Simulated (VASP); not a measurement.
BaTiO3:

```
Ba Ti O
1.0
     4.07825    0.00000    0.00000
     0.00000    4.07825    0.00000
     0.00000    0.00000    4.09680
Ba Ti O
1 1 3
Direct
  0.00000 0.00000 0.00000
  0.50000 0.50000 0.49000
  0.00000 0.50000 0.51700
  0.50000 0.00000 0.51700
  0.50000 0.50000 0.01900
```

Base run:

```yaml
Program: VASP 6.6.1
Functional: revPBE
Potentials_or_basis: VASP PAW PBE potentials, release 64 (Ba_sv, Ti_sv, O)
Cutoff: 520 eV
k_mesh: 7 × 7 × 7
Occupations: fermi-dirac, width 0.05 eV
Spin: no spin polarisation
```

Its results: band gap on the k mesh 1.77 eV, indirect (least direct gap 2.00 eV); pressure -2.0 GPa; largest force 0.608 eV/Å.

**Question.** The run is repeated on the same cell with these changes: dispersion from none to D4. What comes out?

**Answer.** Band gap on the k mesh 1.77 eV, indirect (least direct gap 2.00 eV); pressure -6.7 GPa; largest force 0.646 eV/Å.

Dispersion adds attraction, which lowers the pressure at fixed volume and, as a term added to the energy, leaves the levels alone.

Caveats: the PAW data sets were made with another functional, which shifts forces and pressure a little; spin-orbit coupling is left out, which moves the levels of the heavy elements.

A k mesh can miss the band edges.
